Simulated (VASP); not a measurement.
# SnO2 (P2_12_12) in VASP: notebook

Runs on SnO2. Level: LDA. Tasks: single point.

Everything below comes from runs of VASP 6.6.1. Logs are shortened: lines on timing, memory, paths and dates and some standing lists are left out, and cuts for length are marked.

**1. The cell of the first run**

It takes space group P2_12_12 (No. 18, orthorhombic). Conventional cell: a = 4.721 Å, b = 4.721 Å, c = 3.189 Å, α = 90.00°, β = 90.00°, γ = 90.00°. Sn (site symmetry 2) has 6 O at 2.04 to 2.09 Å within 2.7 Å. Within 3.2 Å of O (site symmetry 1) lie 3 Sn at 2.04 to 2.09 Å and 12 O at 2.63 to 3.19 Å.

**2. Single point, LDA (atoms displaced along a vibrational mode)**

Contents of INCAR:

```
SYSTEM = SnO2
PREC = Accurate ; ENCUT = 520
EDIFF = 1E-6 ; ISMEAR = 0
SIGMA = 0.05 ; LREAL = .False.
LASPH = .True. ; NELM = 100
ALGO = Normal ; ISIF = 2
LWAVE = .False. ; LCHARG = .False.
NBANDS = 35
```

Contents of KPOINTS:

```
regular mesh
0
Gamma
  6 6 8
  0 0 0
```

Contents of POSCAR:

```
SnO2
1.0
    4.7207174017      0.0000000000      0.0000000000
    0.0000000000      4.7207174017      0.0000000000
    0.0000000000      0.0000000000      3.1887553105
Sn O
2 4
Direct
    0.0000000000      0.0000000000     -0.0263425669
    0.5000000000      0.5000000000      0.5263425669
    0.2702772619      0.3419358373      0.0153265387
    0.2297227381      0.8419358373      0.4846734613
    0.7297227381      0.6580641627      0.0153265387
    0.7702772619      0.1580641627      0.4846734613
```

Potentials or basis: VASP PAW LDA potentials, release 64 (Sn_d, O).

Run with:

```
> cat potpaw_LDA.64/Sn_d/POTCAR potpaw_LDA.64/O/POTCAR > POTCAR
> mpirun -np 1 vasp_std > vasp.out
```

OUTCAR:

```text
SYSTEM = SnO2
   PREC = Accurate
   ENCUT = 520
   EDIFF = 1E-6
   ISMEAR = 0
   LREAL = .False.
   LASPH = .True.
   NELM = 100
   ISIF = 2

 ion  position               nearest neighbor table
   1  0.000  0.000  0.974-   4 2.04   6 2.04   5 2.06   3 2.06   4 2.09   6 2.09   2 3.63   2 3.63
                             2 3.63   2 3.63
   2  0.500  0.500  0.526-   3 2.04   5 2.04   4 2.06   6 2.06   3 2.09   5 2.09   1 3.63   1 3.63
                             1 3.63   1 3.63
   3  0.270  0.342  0.015-   2 2.04   1 2.06   2 2.09
   4  0.230  0.842  0.485-   1 2.04   2 2.06   1 2.09
   5  0.730  0.658  0.015-   2 2.04   1 2.06   2 2.09
   6  0.770  0.158  0.485-   1 2.04   2 2.06   1 2.09

  LATTYP: Found a simple tetragonal cell.
 ALAT       =     4.7207174017
 C/A-ratio  =     0.6754810846

  Lattice vectors:

 A1 = (   4.7207174017,   0.0000000000,   0.0000000000)
 A2 = (   0.0000000000,   4.7207174017,   0.0000000000)
 A3 = (   0.0000000000,   0.0000000000,   3.1887553105)

Analysis of symmetry for initial positions (statically):
=====================================================================
 Subroutine PRICEL returns:
 Original cell was already a primitive cell.

 Routine SETGRP: Setting up the symmetry group for a
 simple tetragonal supercell.

 Subroutine GETGRP returns: Found  4 space group operations
 (whereof  2 operations were pure point group operations)
 out of a pool of 16 trial point group operations.

The static configuration has the point symmetry C_2 .
 The point group associated with its full space group is D_2 .

Analysis of symmetry for dynamics (positions and initial velocities):
=====================================================================
 Subroutine PRICEL returns:
 Original cell was already a primitive cell.

 Routine SETGRP: Setting up the symmetry group for a
 simple tetragonal supercell.

 Subroutine GETGRP returns: Found  4 space group operations
 (whereof  2 operations were pure point group operations)
 out of a pool of 16 trial point group operations.

The dynamic configuration has the point symmetry C_2 .
 The point group associated with its full space group is D_2 .

 Subroutine INISYM returns: Found  4 space group operations
 (whereof  2 operations are pure point group operations),
 and found     1 'primitive' translations

----------------------------------------------------------------------------------------

                                     Primitive cell
[... 89 lines left out ...]
 SYSTEM =  SnO2
   PREC   = accura    normal or accurate (medium, high low for compatibility)
   ISTART =      0    job   : 0-new  1-cont  2-samecut
   ICHARG =      2    charge: 1-file 2-atom 10-const
   ISPIN  =      1    spin polarized calculation?
   LNONCOLLINEAR =      F non collinear calculations
   LSORBIT =      F    spin-orbit coupling
   LASPH  =      T    aspherical Exc in radial PAW
   ENCUT  =  520.0 eV  38.22 Ry    6.18 a.u.   8.78  8.78  5.93*2*pi/ulx,y,z
   NELM   =    100;   NELMIN=  2; NELMDL= -5     # of ELM steps
   EDIFF  = 0.1E-05   stopping-criterion for ELM
   LREAL  =      F    real-space projection
[... 7 lines left out ...]
   TEBEG  =    0.0;   TEEND  =   0.0 temperature during run
   PSTRESS=    0.0 pullay stress
   NELECT =      52.0000    total number of electrons
   NUPDOWN=      -1.0000    fix difference up-down
   EMIN   =  10.00;   EMAX   =-10.00  energy-range for DOS
   EFERMI =   0.00;   METHOD = LEGACY
   ISMEAR =     0;   SIGMA  =   0.05  broadening in eV -4-tet -1-fermi 0-gaus
   EFERMI_NEDOS =   21; number of points for ismear=-14 and -15
   IALGO  =     38    algorithm
   IMIX   =      4    mixing-type and parameters
     AMIX     =   0.40;   BMIX     =  1.00
     AMIX_MAG =   1.60;   BMIX_MAG =  1.00
  volume/ion in A,a.u.               =      11.84        79.92
  Fermi-wavevector in a.u.,A,eV,Ry     =   1.475243  2.787805 29.610927  2.176342
  Thomas-Fermi vector in A             =   2.589916
   LORBIT       =      0    0 simple, 1 ext, 2 COOP (PROOUT), +10 PAW based schemes
   GGA     = CA    functional components
   LHFCALC =     F    Hartree Fock is set to
   AEXX    =    0.0000 exact exchange contribution
   IVDW    =     0    specifies the selected vdW correction
   LEPSILON=     F    determine dielectric tensor
   LRPA    =     F    only Hartree local field effects (RPA)
 non-spin polarized calculation
 Gauss-broadening in eV      SIGMA  =   0.05
  energy-cutoff  :      520.00
  volume of cell :       71.06
 maximum number of plane-waves:      1934
   NGX = 17   NGY = 17   NGZ = 11

 number of electron      51.9999989 magnetization

 Free energy of the ion-electron system (eV)
  ---------------------------------------------------
  ext. energy  EPLUGINS =         0.00000000
  ---------------------------------------------------
  free energy    TOTEN  =       -42.11653975 eV

  energy without entropy =      -42.11653975  energy(sigma->0) =      -42.11653975

 E-fermi :   5.9973     XC(G=0): -11.8641

 val. band max:        5.7066713205   @ k =   0.1667   0.0000   0.0000
 cond. band min:       7.1357693110   @ k =   0.0000   0.0000   0.0000
 fundamental gap:      1.4290979905
 Fermi energy:         5.9973130591

 k-point     1 :       0.0000    0.0000    0.0000
  band No.  band energies     occupation
      1     -15.0108      2.00000
      2     -14.2767      2.00000
      3     -14.0328      2.00000
      4     -14.0168      2.00000
      5     -14.0028      2.00000
      6     -13.9154      2.00000
[... 901 lines left out ...]
     34      17.7339      0.00000
     35      18.3049      0.00000

 [... further k-points ...]
[... 5 lines left out ...]
  --------------------------------------------------------------------------------------
  -------------------------------------------------------------------------------------
  Total       -1.1115953     -0.1571423     -0.6450829      0.0000000      0.0000000      0.0000000
  in kB      -25.0622526     -3.5429617    -14.5441682      0.0000000      0.0000000      0.0000000
  external PRESSURE =     -14.3831275 kB  Pullay stress =       0.0000000 kB

 VOLUME and BASIS-vectors are now :
 -----------------------------------------------------------------------------
  energy-cutoff  :      520.00
  volume of cell :       71.06
      direct lattice vectors                 reciprocal lattice vectors
     4.720717402  0.000000000  0.000000000     0.211832210  0.000000000  0.000000000
     0.000000000  4.720717402  0.000000000     0.000000000  0.211832210  0.000000000
     0.000000000  0.000000000  3.188755310     0.000000000  0.000000000  0.313601987

 POSITION                                       TOTAL-FORCE (eV/Angst)
 -----------------------------------------------------------------------------------
      0.00000      0.00000      3.10476         0.000000      0.000000      0.768357
      2.36036      2.36036      1.67838         0.000000      0.000000     -0.768357
      1.27590      1.61418      0.04887         0.212387     -0.137333     -0.068204
      1.08446      3.97454      1.54551        -0.212387     -0.137333      0.068204
      3.44481      3.10653      0.04887        -0.212387      0.137333     -0.068204
      3.63626      0.74618      1.54551         0.212387      0.137333      0.068204
 -----------------------------------------------------------------------------------
    total drift:                               -0.000000      0.000000     -0.000000

  FREE ENERGIE OF THE ION-ELECTRON SYSTEM (eV)
  ---------------------------------------------------
  free  energy   TOTEN  =       -42.1165397540 eV

  energy  without entropy=      -42.1165397540  energy(sigma->0) =      -42.11653975
```

OSZICAR:

```text
N       E                     dE             d eps       ncg     rms          rms(c)
DAV:   1     0.628947590034E+03    0.62895E+03   -0.25488E+04  6226   0.234E+03
DAV:   2     0.540822414831E+02   -0.57487E+03   -0.54047E+03  5955   0.614E+02
DAV:   3    -0.430187921251E+02   -0.97101E+02   -0.95335E+02  6040   0.209E+02
DAV:   4    -0.481031394151E+02   -0.50843E+01   -0.50425E+01  7099   0.516E+01
DAV:   5    -0.482378220154E+02   -0.13468E+00   -0.13444E+00  6921   0.889E+00    0.156E+01
DAV:   6    -0.421903957066E+02    0.60474E+01   -0.16867E+01  9094   0.651E+01    0.634E+00
DAV:   7    -0.422121296474E+02   -0.21734E-01   -0.19667E+00  6260   0.797E+00    0.316E+00
DAV:   8    -0.421313844328E+02    0.80745E-01   -0.22445E-01  8634   0.418E+00    0.728E-01
DAV:   9    -0.421164031273E+02    0.14981E-01   -0.33809E-02  9219   0.298E+00    0.127E-01
DAV:  10    -0.421165350485E+02   -0.13192E-03   -0.35493E-03  7886   0.522E-01    0.541E-02
DAV:  11    -0.421165396067E+02   -0.45582E-05   -0.17747E-04  9099   0.168E-01    0.222E-02
DAV:  12    -0.421165421861E+02   -0.25794E-05   -0.16947E-05  6483   0.287E-02    0.150E-02
DAV:  13    -0.421165397122E+02    0.24739E-05   -0.10364E-05  7232   0.440E-02    0.131E-03
DAV:  14    -0.421165397540E+02   -0.41782E-07   -0.87754E-07  3497   0.890E-03
   1 F= -.42116540E+02 E0= -.42116540E+02  d E =-.570353E-18
```

Wall time 3.1 min (1 thread of Intel Xeon 8259CL, shared host); peak memory 0.26 GiB.

Results:

```yaml
Free_energy: -42.1165 eV
Pressure: -1.4 GPa
Largest_force: 0.768 eV/Å
Band_gap_on_the_k_mesh: 1.43 eV (least direct gap 1.49 eV)
```

Forces in eV/Å, atoms in the order of the input:
```
Sn   0.000  0.000  0.768
Sn   0.000  0.000 -0.768
O    0.212 -0.137 -0.068
O   -0.212 -0.137  0.068
O   -0.212  0.137 -0.068
O    0.212  0.137  0.068
```

Stress tensor (GPa, compression positive):
```
-2.51  0.00  0.00
 0.00 -0.35  0.00
 0.00  0.00 -1.45
```

Caveat: the cell differs from its parent crystal (atoms displaced along a vibrational mode); spin-orbit coupling is left out, which moves the levels of the heavy elements. A k mesh can miss the band edges.

**3. Single point, LDA (atoms displaced along a vibrational mode)**

Contents of INCAR:

```
ALGO = Normal
EDIFF = 1E-7
ENCUT = 520
GGA = CA
ISIF = 2
ISMEAR = 0
LASPH = True
LCHARG = False
LREAL = False
LWAVE = False
NBANDS = 35
NELM = 80
PREC = Accurate
SIGMA = 0.05
```

Contents of KPOINTS:

```
k-points
0
Gamma
  6 6 8
```

Contents of POSCAR:

```
SnO2
1.0
    4.7207174017      0.0000000000      0.0000000000
    0.0000000000      4.7207174017      0.0000000000
    0.0000000000      0.0000000000      3.1887553105
Sn O
2 4
Direct
    0.0000000000      0.0000000000     -0.0263425669
    0.5000000000      0.5000000000      0.5263425669
    0.2344479741      0.3777651251      0.0153265387
    0.2655520259      0.8777651251      0.4846734613
    0.7655520259      0.6222348749      0.0153265387
    0.7344479741      0.1222348749      0.4846734613
```

Potentials or basis: VASP PAW LDA potentials, release 64 (Sn_d, O).

Run with:

```
> cat potpaw_LDA.64/Sn_d/POTCAR potpaw_LDA.64/O/POTCAR > POTCAR
> mpirun -np 1 vasp_std > vasp.out
```

Wall time 3.5 min (1 thread of Intel Xeon 8259CL, shared host); peak memory 0.26 GiB.

The run converged. Its results:

```
Free energy            : -41.5088 eV
Pressure               : -7.2 GPa
Largest force          : 1.324 eV/Å
Band gap on the k mesh : 1.03 eV (least direct gap 1.04 eV)
```

Forces on the atoms (eV/Å):
```
Sn   0.000  0.000  0.631
Sn   0.000  0.000 -0.631
O    1.232 -0.469 -0.127
O   -1.232 -0.469  0.127
O   -1.232  0.469 -0.127
O    1.232  0.469  0.127
```

Stress tensor (GPa, compression positive):
```
-7.16  0.00  0.00
 0.00 -5.94  0.00
 0.00  0.00 -8.64
```

Levels at points of the mesh, in eV from the valence-band top:
| k point | band 22 | band 23 | band 24 | band 25 | band 26 | band 27 | band 28 | band 29 | band 30 | band 31 |
| --- | --- | --- | --- | --- | --- | --- | --- | --- | --- | --- |
| (0.00, 0.00, 0.00) | -1.22 | -0.82 | -0.66 | -0.32 | -0.02 | 1.03 | 5.20 | 6.21 | 6.52 | 9.38 |
| (0.50, 0.00, 0.00) | -1.41 | -1.10 | -1.10 | -0.18 | -0.18 | 3.33 | 3.33 | 5.89 | 5.89 | 10.13 |
| (0.00, 0.50, 0.00) | -2.21 | -1.01 | -1.01 | -0.46 | -0.46 | 4.05 | 4.05 | 7.59 | 7.59 | 9.57 |
| (0.50, 0.50, 0.00) | -2.40 | -1.34 | -1.34 | -0.34 | -0.34 | 4.41 | 4.41 | 6.56 | 6.56 | 10.17 |
| (0.00, 0.00, 0.50) | -2.82 | -1.93 | -1.62 | -0.29 | -0.28 | 4.83 | 5.18 | 8.48 | 8.85 | 9.53 |
| (0.50, 0.00, 0.50) | -2.17 | -1.30 | -1.30 | -0.58 | -0.58 | 5.46 | 5.46 | 7.69 | 7.69 | 9.79 |
| (0.00, 0.50, 0.50) | -1.53 | -1.07 | -1.07 | -0.10 | -0.10 | 5.03 | 5.03 | 6.68 | 6.68 | 10.66 |
| (0.50, 0.50, 0.50) | -2.32 | -1.22 | -1.22 | -0.33 | -0.33 | 4.27 | 4.27 | 8.41 | 8.41 | 9.72 |

Caveat: the cell differs from its parent crystal (atoms displaced along a vibrational mode); the cell stands under tension; spin-orbit coupling is left out, which moves the levels of the heavy elements; forces of over 1 eV/Å act on the atoms, so gaps and moduli don't describe the material at rest. A k mesh can miss the band edges.
